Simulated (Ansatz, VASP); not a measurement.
# One calculation of AlV2C, two programs

INCAR

```
  ALGO = Normal
  EDIFF = 1E-6
  ENCUT = 520
  GGA = PE
  ISIF = 2
  ISMEAR = 0
  ISPIN = 2
  LASPH = T
  LCHARG = F
  LMAXMIX = 4
  LORBIT = 11
  LREAL = F
  LWAVE = F
  MAGMOM = 0 2 2 0
  NBANDS = 28
  NELM = 150
  PREC = Accurate
  SIGMA = 0.1
```

Contents of KPOINTS:

```
k-points
0
Gamma
  6 6 2
```

Contents of POSCAR:

```
AlV2C
1.0
    3.1908745800      0.0000000000      0.0000000000
   -1.5954372900      2.7633784400      0.0000000000
    0.0000000000      0.0000000000      7.5173242400
Al V C
1 2 1
Direct
    0.0000000000      0.0000000000      0.0000000000
    0.3333333300      0.6666666700      0.1379992000
    0.6666666700      0.3333333300      0.8620008000
    0.0000000000      0.0000000000      0.5000000000
```

Input for Ansatz:

```yaml
crystal:
  lattice:
    - [3.19087458, 0.0, 0.0]
    - [-1.59543729, 2.76337844, 0.0]
    - [0.0, 0.0, 7.51732424]
  atoms:
    - { symbol: Al, position: [0.0, 0.0, 0.0] }
    - { symbol: V, position: [0.33333333, 0.66666667, 0.1379992], spin: 2.0 }
    - { symbol: V, position: [0.66666667, 0.33333333, 0.8620008], spin: 2.0 }
    - { symbol: C, position: [0.0, 0.0, 0.5] }
basis:
  ecutwfc: 420
kpoints:
  mp_grid: { grid: [6, 6, 2] }
hamiltonian:
  xc: pbe
scf:
  occupations: { method: gaussian, width: 0.1 }
  lower_state_search: "off"
output:
  forces: true
  stress: true
  eigenvalues: true
  populations: true
magnetization:
  spin_polarized: true
```

Alike in both runs: task single point; functional PBE; k mesh 6 × 6 × 2; occupations gaussian, width 0.1 eV; collinear spin.

```csv
,VASP,Ansatz
version,VASP 6.6.1,Ansatz 0.2.0
potentials or method,"VASP PAW PBE potentials, release 64 (Al, V_sv, C), cutoff 520 eV","scalar-relativistic, plane waves, PAW"
valence electrons in the cell,33,33
```

|  | VASP | Ansatz | Ansatz less VASP |
| --- | --- | --- | --- |
| gap on the k mesh at the Fermi level (eV) | none | none | - |
| pressure (GPa) | 27.8 | 27.5 | -0.37 |
| traceless stress, the component that is largest in VASP (GPa) | -16.52 | -16.42 | +0.098 |
| rms of the force components (eV/Å) | 2.906 | 2.885 | -0.0203 |
| net moment per atom (μB) | 0.08 | 0.08 | -0.002 |
| size of the moment on the site where the two differ most (μB) | 0.06 | 0.10 | +0.041 |

Site moments also hang on the region over which each program counts them. Atom by atom the forces differ by 0.020 eV/Å (rms over components). A gap of «none» marks a metal or a gap that the smearing closes. The functional is the same, so the differences come from potentials, cutoffs and numerics. Ansatz's warnings: seeded moment not kept.

The k mesh is coarse, so the values compare programs but aren't converged.
